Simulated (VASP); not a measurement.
Input of a VASP 6.6.1 run:

INCAR

```
SYSTEM = SbO4
ALGO = Normal
EDIFF = 1E-6
ENCUT = 520
GGA = PE
ISIF = 2
ISMEAR = 0
LASPH = .True.
LCHARG = .False.
LREAL = .False.
LWAVE = .False.
NBANDS = 22
NELM = 100
PREC = Accurate
SIGMA = 0.1
```

KPOINTS

```
k-points
0
Gamma
  12 12 10
  0 0 0
```

The input POSCAR:

```
SbO4
1.0
    4.2769822510      0.0000000000      0.0000000000
   -2.1384911255      3.7039752809      0.0000000000
    0.0000000000      0.0000000000      3.6644473444
Sb O
1 4
Direct
    0.0000000000      0.0000000000      0.0000000000
    0.3333333333      0.6666666667      0.6794285134
    0.3333333333      0.6666666667      0.3205714866
    0.6666666667      0.3333333333      0.3205714866
    0.6666666667      0.3333333333      0.6794285134
```

Potentials or basis: VASP PAW PBE potentials, release 64 (Sb, O).

Command:

```sh
$ cat potpaw_PBE.64/Sb/POTCAR potpaw_PBE.64/O/POTCAR > POTCAR
$ mpirun -np 1 vasp_std > vasp.out
```

Q: What does it give for the largest force?

A: 0.487 eV/Å.

Q: Estimate the band gap on the k mesh.

A: Zero (an odd number of electrons rules out a gap without spin polarisation).

Stress tensor (GPa, compression positive):
```
-0.81  0.00  0.00
 0.00 -0.81  0.00
 0.00  0.00  2.91
```

Caveat: spin-orbit coupling is left out, which moves the levels of the heavy elements; an odd number of electrons without spin polarisation forces a metal; a magnetic or distorted state may lie lower.
